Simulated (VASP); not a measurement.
MnBe3:

```
Mn Be
1.0
     3.25000    0.00000    0.00000
     0.00000    3.25000    0.00000
     0.00000    0.00000    3.25000
Mn Be
1 3
Direct
  0.00000 0.00000 0.00000
  0.00000 0.50000 0.50000
  0.50000 0.00000 0.50000
  0.50000 0.50000 0.00000
```

- Program: VASP 6.6.1
- Task: relaxation of cell and atoms
- Functional: PBEsol
- Potentials or basis: VASP PAW PBE potentials, release 64 (Mn_pv, Be)
- Cutoff: 600 eV
- k mesh: 6 × 6 × 6
- Occupations: methfessel-paxton, width 0.05 eV
- Spin: collinear spin, ferromagnetic start
- Starting moments: [4.0, 0.0, 0.0, 0.0] μB

At the start: pressure -3.7 GPa; volume 8.58 Å³/atom.

Where does the relaxation end?

Over 3 steps the energy falls by 2.3 meV/atom and the volume is 8.39 Å³/atom (-2.3 %); space group Pm-3m (No. 221, to 0.05 Å); moment 0.91 μB per cell.

The path:
```csv
step,energy change (eV),largest force (eV/Å),pressure (GPa),volume (Å³)
1,0.0000,0.0000,-3.73,34.33
2,-0.0087,0.0000,1.00,33.34
3,-0.0093,0.0000,0.01,33.54
```

Final structure:
```xyz
4
Lattice="3.2250 0.0000 0.0000 0.0000 3.2250 0.0000 0.0000 0.0000 3.2250" Properties=species:S:1:pos:R:3 pbc="T T T"
Mn    0.0000    0.0000    0.0000
Be    0.0000    1.6125    1.6125
Be    1.6125    0.0000    1.6125
Be    1.6125    1.6125    0.0000
```

Caveat: the PAW data sets were made with another functional, which shifts forces and pressure a little; the moment fell far below its start of 4 μB, so a state of higher moment may lie lower in energy.
